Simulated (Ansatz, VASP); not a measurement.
Pt: VASP beside Ansatz

```xyz
1
Lattice="0.0000 1.9609 1.9609 1.9609 0.0000 1.9609 1.9609 1.9609 0.0000" Properties=species:S:1:pos:R:3 pbc="T T T"
Pt    0.0000    0.0000    0.0000
```

Alike in both runs: task relaxation of cell and atoms; functional PBE; k mesh 12 × 12 × 12; occupations fermi-dirac, width 0.05 eV; no spin polarisation.

|  | VASP | Ansatz |
| --- | --- | --- |
| version | VASP 6.6.1 | Ansatz 0.2.0 |
| potentials or method | VASP PAW PBE potentials, release 64 (Pt), cutoff 600 eV | all-electron LAPW, scalar-relativistic |

Ansatz gave:

| Item | Value |
| --- | --- |
| relaxed volume (Å³/atom) | 15.65 |
| relaxed cell length with the largest relative difference (Å) | 2.808 |

Question: Which values does VASP return?

Answer: Relaxed volume (Å³/atom): 15.63; relaxed cell length with the largest relative difference (Å): 2.806.

Ansatz ran all-electron here, and VASP with PAW potentials.

Spin-orbit coupling is off throughout.
